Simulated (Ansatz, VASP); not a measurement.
## One calculation of Sc, two programs

```
Sc
1.0
     3.31000    0.00000    0.00000
    -1.65500    2.86654    0.00000
     0.00000    0.00000    5.27000
Sc
2
Direct
  0.33333 0.66667 0.25000
  0.66667 0.33333 0.75000
```

Alike in both runs: task relaxation of cell and atoms; functional PBE; k mesh 24 × 24 × 12; occupations gaussian, width 0.1 eV; no spin polarisation.

```csv
,VASP,Ansatz
version,VASP 6.6.1,Ansatz 0.2.0
potentials or method,"VASP PAW PBE potentials, release 64 (Sc_sv)","scalar-relativistic, plane waves, PAW"
plane-wave cutoff (eV),600,420
valence electrons in the cell,22,22
```

|  | VASP | Ansatz | Ansatz less VASP |
| --- | --- | --- | --- |
| gap on the k mesh at the Fermi level, each at its own relaxed structure (eV) | none | none | - |
| relaxed volume (Å³/atom) | 24.67 | 24.64 | -0.037 |
| relaxed length of the cell vector where the two differ most in proportion (Å) | 5.166 | 5.162 | -0.0033 |

A gap of «none» marks a metal or a gap that the smearing closes.
